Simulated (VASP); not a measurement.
Wanted: the native input for a VASP 6.6.1 run.

- Task: single point
- Functional: PBE
- Potentials or basis: VASP PAW PBE potentials, release 64 (Ta_pv, N)
- Cutoff: 520 eV
- k mesh: 9 × 9 × 8
- Occupations: methfessel-paxton, width 0.025 eV
- Spin: no spin polarisation
- Hubbard terms: Ta d U = 7.0 eV
- Dipole correction: no
- Further INCAR settings: ALGO = Normal; EDIFF = 1e-06; NBANDS = 15

The structure of TaN lies in POSCAR:

```
TaN
1.0
    2.9380000000      0.0000000000      0.0000000000
   -1.4690000000      2.5443826363      0.0000000000
    0.0000000000      0.0000000000      2.8830000000
Ta N
1 1
Direct
    0.0000000000      0.0000000000      0.5000000000
    0.6666666667      0.3333333333      0.0000000000
```

These files were run (other wordings do the same):

INCAR

```
SYSTEM = TaN
  ALGO = Normal
  EDIFF = 1E-6
  ENCUT = 520
  GGA = PE
  ISIF = 2
  ISMEAR = 1
  LASPH = .True.
  LCHARG = .False.
  LDAU = .True.
  LDAUJ = 0 0
  LDAUL = 2 -1
  LDAUPRINT = 1
  LDAUTYPE = 2
  LDAUU = 7 0
  LMAXMIX = 4
  LREAL = .False.
  LWAVE = .False.
  NBANDS = 15
  NELM = 150
  PREC = Accurate
  SIGMA = 0.025
```

KPOINTS

```
k-points
0
Gamma
  9 9 8
  0 0 0
```

Potentials or basis: VASP PAW PBE potentials, release 64 (Ta_pv, N).

The run is started by

```sh
$ cat potpaw_PBE.64/Ta_pv/POTCAR potpaw_PBE.64/N/POTCAR > POTCAR
$ mpirun -np 1 vasp_std > vasp.out
```

Results of the run:

| Item | Value |
| --- | --- |
| Pressure | 29.0 GPa |
| Band gap on the k mesh | zero (band 8 reaches 9.52 eV, above the bottom of band 9 at 9.31 eV) |

Caveat: spin-orbit coupling is left out, which moves the levels of the heavy elements; U without spin polarisation on a metal has little footing.

Run time: 9.7 s on 1 thread of Intel(R) Xeon(R) Platinum 8488C (Sapphire Rapids), with other jobs on the host, peak memory 0.14 GiB.
